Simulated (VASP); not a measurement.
# La (P6_3/mmc) in VASP: a series of runs

La is run at these levels: PBEsol; tasks: single point.

All numbers are computed with VASP 6.6.1; they aren't measurements. Logs are shortened: lines on timing, memory, paths and dates and some standing lists are left out, and cuts for length are marked.

## 1. The cell of the first run

The structure is hexagonal, space group P6_3/mmc (No. 194). Conventional cell: a = 3.725 Å, b = 3.725 Å, c = 6.029 Å, α = 90.00°, β = 90.00°, γ = 120.00°. Within 4.9 Å of La (site symmetry -6m2) lie 12 La at 3.70 to 3.72 Å.

## 2. Single point, PBEsol (volume scaled by 0.98)

Contents of INCAR:

```
SYSTEM = La
  PREC = Accurate
  ENCUT = 520
  EDIFF = 1E-6
  ISMEAR = -1
  SIGMA = 0.05
  LREAL = .FALSE.
  LASPH = .TRUE.
  NELM = 80
  ALGO = Fast
  ISIF = 2
  LWAVE = .FALSE.
  LCHARG = .TRUE.
  GGA = PS
  LELF = .TRUE.
  LVHAR = .TRUE.
  NBANDS = 18
```

Contents of KPOINTS:

```
Automatic mesh
0
G
  8 8 5
  0 0 0
```

Contents of POSCAR:

```
La
1.0
    3.7248314564      0.0000000000      0.0000000000
   -1.8624157282      3.2257986661      0.0000000000
    0.0000000000      0.0000000000      6.0292605175
La
2
Direct
    0.6666666667      0.3333333333      0.7500000000
    0.3333333333      0.6666666667      0.2500000000
```

Potentials or basis: VASP PAW PBE potentials, release 64 (La).

On the command line:

```console
> cat potpaw_PBE.64/La/POTCAR > POTCAR
> mpirun -np 1 vasp_std > vasp.out
```

OUTCAR:

```text
SYSTEM = La
   PREC = Accurate
   ENCUT = 520
   EDIFF = 1E-6
   ISMEAR = -1
   LREAL = .FALSE.
   LASPH = .TRUE.
   NELM = 80
   ISIF = 2
   GGA = PS

 ion  position               nearest neighbor table
   1  0.667  0.333  0.750-
   2  0.333  0.667  0.250-

  LATTYP: Found a hexagonal cell.
 ALAT       =     3.7248314564
 C/A-ratio  =     1.6186666667

  Lattice vectors:

 A1 = (   3.7248314564,   0.0000000000,   0.0000000000)
 A2 = (  -1.8624157282,   3.2257986661,   0.0000000000)
 A3 = (   0.0000000000,   0.0000000000,   6.0292605175)

Analysis of symmetry for initial positions (statically):
=====================================================================
 Subroutine PRICEL returns:
 Original cell was already a primitive cell.

 Routine SETGRP: Setting up the symmetry group for a
 hexagonal supercell.

 Subroutine GETGRP returns: Found 24 space group operations
 (whereof 12 operations were pure point group operations)
 out of a pool of 24 trial point group operations.

The static configuration has the point symmetry D_3d.
 The point group associated with its full space group is D_6h.

Analysis of symmetry for dynamics (positions and initial velocities):
=====================================================================
 Subroutine PRICEL returns:
 Original cell was already a primitive cell.

 Routine SETGRP: Setting up the symmetry group for a
 hexagonal supercell.

 Subroutine GETGRP returns: Found 24 space group operations
 (whereof 12 operations were pure point group operations)
 out of a pool of 24 trial point group operations.

The dynamic configuration has the point symmetry D_3d.
 The point group associated with its full space group is D_6h.

 Subroutine INISYM returns: Found 24 space group operations
 (whereof 12 operations are pure point group operations),
 and found     1 'primitive' translations

----------------------------------------------------------------------------------------

                                     Primitive cell

  volume of cell :      72.4449

  direct lattice vectors                    reciprocal lattice vectors
     3.724831456  0.000000000  0.000000000     0.268468523  0.155000374  0.000000000
    -1.862415728  3.225798666  0.000000000     0.000000000  0.310000748  0.000000000
     0.000000000  0.000000000  6.029260518     0.000000000  0.000000000  0.165857819

  length of vectors
     3.724831456  3.724831456  6.029260518     0.310000748  0.310000748  0.165857819

  position of ions in fractional coordinates (direct lattice)
     0.666666667  0.333333333  0.750000000
     0.333333333  0.666666667  0.250000000

  ion indices of the primitive-cell ions
   primitive index   ion index
                 1           1
                 2           2

----------------------------------------------------------------------------------------

 KPOINTS: Automatic mesh

Automatic generation of k-mesh.
 Grid dimensions read from file:
 generate k-points for:    8    8    5

 Generating k-lattice:

  Cartesian coordinates                     Fractional coordinates (reciprocal lattice)
     0.033558565  0.019375047  0.000000000     0.125000000  0.000000000  0.000000000
     0.000000000  0.038750094  0.000000000     0.000000000  0.125000000  0.000000000
     0.000000000  0.000000000  0.033171564     0.000000000  0.000000000  0.200000000

  Length of vectors
     0.038750094  0.038750094  0.033171564

  Shift w.r.t. Gamma in fractional coordinates (k-lattice)
     0.000000000  0.000000000  0.000000000

 Subroutine IBZKPT returns following result:
 ===========================================

 Found     30 irreducible k-points:

 Following reciprocal coordinates:
            Coordinates               Weight
  0.000000  0.000000  0.000000      1.000000
  0.125000  0.000000  0.000000      6.000000
  0.250000  0.000000  0.000000      6.000000
  0.375000  0.000000  0.000000      6.000000
  0.500000  0.000000  0.000000      3.000000
  0.125000  0.125000  0.000000      6.000000
[... 16 lines left out ...]
  0.250000  0.000000  0.400000     12.000000
  0.375000  0.000000  0.400000     12.000000
 [... further k-points ...]
   k-points           NKPTS =     30   k-points in BZ     NKDIM =     30   number of bands    NBANDS=     18
   number of dos      NEDOS =    301   number of ions     NIONS =      2
   total plane-waves  NPLWV =  37632
   dimension x,y,z NGX =    28 NGY =   28 NGZ =   48
   dimension x,y,z NGXF=    56 NGYF=   56 NGZF=   96
   ions per type =               2
   NGX,Y,Z   is equivalent  to a cutoff of  12.50, 12.50, 13.24 a.u.
   NGXF,Y,Z  is equivalent  to a cutoff of  24.99, 24.99, 26.47 a.u.
 SYSTEM =  La
   PREC   = accura    normal or accurate (medium, high low for compatibility)
   ISTART =      0    job   : 0-new  1-cont  2-samecut
   ICHARG =      2    charge: 1-file 2-atom 10-const
   ISPIN  =      1    spin polarized calculation?
   LNONCOLLINEAR =      F non collinear calculations
   LSORBIT =      F    spin-orbit coupling
   LASPH  =      T    aspherical Exc in radial PAW
   ENCUT  =  520.0 eV  38.22 Ry    6.18 a.u.   6.93  6.93 11.21*2*pi/ulx,y,z
   NELM   =     80;   NELMIN=  2; NELMDL= -5     # of ELM steps
   EDIFF  = 0.1E-05   stopping-criterion for ELM
   LREAL  =      F    real-space projection
   EDIFFG = 0.1E-04   stopping-criterion for IOM
   NSW    =      0    number of steps for IOM
   IBRION =     -1    ionic relax: 0-MD 1-quasi-New 2-CG
   NFREE  =      0    steps in history (QN), initial steepest desc. (CG)
   ISIF   =      2    stress and relaxation
   ISYM   =      2    0-nonsym 1-usesym 2-fastsym
   POTIM  = 0.5000    time-step for ionic-motion
   TEBEG  =    0.0;   TEEND  =   0.0 temperature during run
   PSTRESS=    0.0 pullay stress
   NELECT =      22.0000    total number of electrons
   NUPDOWN=      -1.0000    fix difference up-down
   EMIN   =  10.00;   EMAX   =-10.00  energy-range for DOS
   EFERMI =   0.00;   METHOD = LEGACY
   ISMEAR =    -1;   SIGMA  =   0.05  broadening in eV -4-tet -1-fermi 0-gaus
   EFERMI_NEDOS =   21; number of points for ismear=-14 and -15
   IALGO  =     68    algorithm
   IMIX   =      4    mixing-type and parameters
     AMIX     =   0.40;   BMIX     =  1.00
     AMIX_MAG =   1.60;   BMIX_MAG =  1.00
  volume/ion in A,a.u.               =      36.22       244.44
  Fermi-wavevector in a.u.,A,eV,Ry     =   1.100389  2.079435 16.474709  1.210857
  Thomas-Fermi vector in A             =   2.236800
   LORBIT       =      0    0 simple, 1 ext, 2 COOP (PROOUT), +10 PAW based schemes
   GGA     = PS    functional components
   LHFCALC =     F    Hartree Fock is set to
   AEXX    =    0.0000 exact exchange contribution
   IVDW    =     0    specifies the selected vdW correction
   LEPSILON=     F    determine dielectric tensor
   LRPA    =     F    only Hartree local field effects (RPA)
 non-spin polarized calculation
 RMM-DIIS sequential band-by-band and
  energy-cutoff  :      520.00
  volume of cell :       72.44
 maximum number of plane-waves:      1960
 NGX is ok and might be reduce to    28
   NGX = 13   NGY = 13   NGZ = 23

 number of electron      21.9999998 magnetization

 Free energy of the ion-electron system (eV)
  ---------------------------------------------------
  ext. energy  EPLUGINS =         0.00000000
  ---------------------------------------------------
  free energy    TOTEN  =       -10.60823631 eV

  energy without entropy =      -10.57201962  energy(sigma->0) =      -10.59012796

 E-fermi :   7.9581     XC(G=0):  -9.7868

 val. band max:        7.9276910465   @ k =   0.2500   0.2500   0.4000
 cond. band min:       7.9835960748   @ k =   0.2500   0.0000   0.0000
 fundamental gap:      0.0559050283
 Fermi energy:         7.9581372967

 k-point     1 :       0.0000    0.0000    0.0000
  band No.  band energies     occupation
      1     -24.8445      2.00000
      2     -24.6199      2.00000
      3      -9.2384      2.00000
      4      -7.9325      2.00000
      5      -7.9325      2.00000
      6      -7.7316      2.00000
[... 10 lines left out ...]
     17       9.7086      0.00000
     18       9.8181      0.00000

 k-point     2 :       0.1250    0.0000    0.0000
  band No.  band energies     occupation
      1     -24.8173      2.00000
      2     -24.6071      2.00000
      3      -9.1684      2.00000
      4      -8.1137      2.00000
      5      -7.9884      2.00000
      6      -7.9161      2.00000
[... 10 lines left out ...]
     17       9.6691      0.00000
     18       9.8997      0.00000

 k-point     3 :       0.2500    0.0000    0.0000
  band No.  band energies     occupation
      1     -24.7478      2.00000
      2     -24.5788      2.00000
      3      -8.9776      2.00000
      4      -8.5349      2.00000
      5      -8.3233      2.00000
      6      -8.1126      2.00000
[... 10 lines left out ...]
     17       9.8288      0.00000
     18       9.8798      0.00000

 k-point     4 :       0.3750    0.0000    0.0000
  band No.  band energies     occupation
      1     -24.6691      2.00000
      2     -24.5581      2.00000
      3      -8.9327      2.00000
      4      -8.7282      2.00000
      5      -8.6909      2.00000
      6      -8.2270      2.00000
[... 375 lines left out ...]
      4      -8.3528      2.00000
      5      -8.0036      2.00000
      6      -7.9093      2.00000
[... 10 lines left out ...]
     17       9.7903      0.00000
     18       9.8586      0.00000

 k-point    23 :       0.2500    0.0000    0.4000
  band No.  band energies     occupation
      1     -24.6903      2.00000
      2     -24.6381      2.00000
      3      -8.8241      2.00000
      4      -8.6334      2.00000
      5      -8.2185      2.00000
      6      -8.0136      2.00000
[... 10 lines left out ...]
     17       9.8118      0.00000
     18       9.8310      0.00000

 k-point    24 :       0.3750    0.0000    0.4000
  band No.  band energies     occupation
      1     -24.6310      2.00000
      2     -24.5967      2.00000
      3      -9.0619      2.00000
      4      -8.9652      2.00000
      5      -8.2329      2.00000
      6      -8.1130      2.00000
[... 10 lines left out ...]
     17       9.8254      0.00000
     18       9.8934      0.00000

 [... further k-points ...]
[... 5 lines left out ...]
  --------------------------------------------------------------------------------------
  -------------------------------------------------------------------------------------
  Total       -0.3904006     -0.3904006     -0.4950198      0.0000000      0.0000000      0.0000000
  in kB       -8.6340212     -8.6340212    -10.9477578      0.0000000      0.0000000      0.0000000
  external PRESSURE =      -9.4052668 kB  Pullay stress =       0.0000000 kB

 VOLUME and BASIS-vectors are now :
 -----------------------------------------------------------------------------
  energy-cutoff  :      520.00
  volume of cell :       72.44
      direct lattice vectors                 reciprocal lattice vectors
     3.724831456  0.000000000  0.000000000     0.268468523  0.155000374  0.000000000
    -1.862415728  3.225798666  0.000000000     0.000000000  0.310000748  0.000000000
     0.000000000  0.000000000  6.029260518     0.000000000  0.000000000  0.165857819

 POSITION                                       TOTAL-FORCE (eV/Angst)
 -----------------------------------------------------------------------------------
      1.86242      1.07527      4.52195        -0.000000      0.000000      0.000000
     -0.00000      2.15053      1.50732         0.000000      0.000000      0.000000
 -----------------------------------------------------------------------------------
    total drift:                               -0.000000      0.000000     -0.000000

  FREE ENERGIE OF THE ION-ELECTRON SYSTEM (eV)
  ---------------------------------------------------
  free  energy   TOTEN  =       -10.6082363102 eV

  energy  without entropy=      -10.5720196151  energy(sigma->0) =      -10.59012796
```

Run time: 71 s. Hardware: 1 thread of Intel Xeon 6975P-C (Granite Rapids), shared host; peak memory 0.21 GiB.

Results:

```yaml
Free_energy: -10.6082 eV
Pressure: -0.9 GPa
Band_gap_on_the_k_mesh: zero (band 11 reaches 9.07 eV, above the bottom of band 12 at 7.73 eV)
```

Stress tensor (GPa, compression positive):
```
-0.86  0.00  0.00
 0.00 -0.86  0.00
 0.00  0.00 -1.09
```

Levels at points of the mesh, in eV from the Fermi level:
```csv
k point,band 9,band 10,band 11,band 12,band 13,band 14
"(0.00, 0.00, 0.00)",-3.22,-1.81,1.11,1.34,1.34,1.60
"(0.50, 0.00, 0.00)",-1.66,-1.19,-1.18,1.24,1.28,1.36
```

Caveat: the PAW data sets were made with another functional, which shifts forces and pressure a little; spin-orbit coupling is left out, which moves the levels of the heavy elements.

## 3. Single point, PBEsol (volume scaled by 1.02)

Contents of INCAR:

```
SYSTEM = La
ALGO = Normal ; EDIFF = 1E-6
ENCUT = 520 ; GGA = PS
ISIF = 2 ; ISMEAR = -1
LASPH = .TRUE. ; LCHARG = .FALSE.
LREAL = .FALSE. ; LWAVE = .FALSE.
NBANDS = 18 ; NELM = 100
PREC = Accurate ; SIGMA = 0.05
```

Contents of KPOINTS:

```
k-points
0
G
  8 8 5
  0 0 0
```

Contents of POSCAR:

```
La
1.0
    3.7748351609      0.0000000000      0.0000000000
   -1.8874175804      3.2691031444      0.0000000000
    0.0000000000      0.0000000000      6.1101998470
La
2
Direct
    0.6666666667      0.3333333333      0.7500000000
    0.3333333333      0.6666666667      0.2500000000
```

Potentials or basis: VASP PAW PBE potentials, release 64 (La).

On the command line:

```console
> cat potpaw_PBE.64/La/POTCAR > POTCAR
> mpirun -np 1 vasp_std > vasp.out
```

Run time: 22 s. Hardware: 1 thread of Intel Xeon 6975P-C (Granite Rapids), shared host; peak memory 0.21 GiB.

Results (log left out):

```
Free energy            : -10.5820 eV
Pressure               : -1.9 GPa
Band gap on the k mesh : zero (band 11 reaches 8.68 eV, above the bottom of band 12 at 7.39 eV)
```

Stress tensor (GPa, compression positive):
```
-1.78  0.00  0.00
 0.00 -1.78  0.00
 0.00  0.00 -2.12
```

Levels at points of the mesh, in eV from the Fermi level:
```tsv
k point	band 8	band 9	band 10	band 11	band 12	band 13	band 14	band 15
(0.00, 0.00, 0.00)	-15.80	-3.25	-1.76	1.10	1.32	1.32	1.55	1.63
(0.50, 0.00, 0.00)	-15.99	-1.57	-1.18	-1.11	1.16	1.23	1.29	1.50
```

Caveat: the PAW data sets were made with another functional, which shifts forces and pressure a little; spin-orbit coupling is left out, which moves the levels of the heavy elements.

## 4. Single point, PBEsol (volume scaled by 1.04)

Contents of INCAR:

```
SYSTEM = La
PREC = Accurate
ENCUT = 520
EDIFF = 1E-6
ISMEAR = -1
SIGMA = 0.05
LREAL = .False.
LASPH = .True.
NELM = 60
ALGO = Normal
ISIF = 2
LWAVE = .False.
LCHARG = .True.
GGA = PS
LELF = .True.
LVHAR = .True.
NBANDS = 18
```

Contents of KPOINTS:

```
regular mesh
0
Gamma
  8 8 5
  0 0 0
```

Contents of POSCAR:

```
La
1.0
    3.7993477643      0.0000000000      0.0000000000
   -1.8996738822      3.2903316817      0.0000000000
    0.0000000000      0.0000000000      6.1498775812
La
2
Direct
    0.6666666667      0.3333333333      0.7500000000
    0.3333333333      0.6666666667      0.2500000000
```

On the command line:

```console
> cat potpaw_PBE.64/La/POTCAR > POTCAR
> mpirun -np 1 vasp_std > vasp.out
```

Wall time 23 s (1 thread of Intel Xeon 6975P-C (Granite Rapids), shared host); peak memory 0.2 GiB.

Results (log left out):

| Property | Result |
| --- | --- |
| Free energy | -10.5626 eV |
| Pressure | -2.3 GPa |
| Band gap on the k mesh | zero (band 11 reaches 8.49 eV, above the bottom of band 12 at 7.22 eV) |

Stress tensor (GPa, compression positive):
```
-2.20  0.00  0.00
 0.00 -2.20  0.00
 0.00  0.00 -2.58
```

Levels at points of the mesh, in eV from the Fermi level:
```tsv
k point	band 9	band 10	band 11	band 12	band 13	band 14
(0.00, 0.00, 0.00)	-3.26	-1.74	1.09	1.31	1.31	1.52
(0.50, 0.00, 0.00)	-1.52	-1.18	-1.08	1.10	1.22	1.25
```

Caveat: the PAW data sets were made with another functional, which shifts forces and pressure a little; spin-orbit coupling is left out, which moves the levels of the heavy elements.

## 5. Overview

```tsv
cell	gap on the mesh (eV)	pressure (GPa)
a = 3.725, b = 3.725, c = 6.029 Å, angles 90.0, 90.0, 120.0°, 2 atoms	none	-0.9
a = 3.775, b = 3.775, c = 6.110 Å, angles 90.0, 90.0, 120.0°, 2 atoms	none	-1.9
a = 3.799, b = 3.799, c = 6.150 Å, angles 90.0, 90.0, 120.0°, 2 atoms	none	-2.3
```

Alike in all rows: task single point; level PBEsol; potentials or basis VASP PAW PBE potentials, release 64 (La); no spin polarisation; k mesh 8 × 8 × 5; cutoff (eV) 520; smearing fermi-dirac 0.05 eV.

Caveats: the PAW data sets were made with another functional, which shifts forces and pressure a little; spin-orbit coupling is left out, which moves the levels of the heavy elements.

Absolute energies hang on the potentials; compare differences alone.
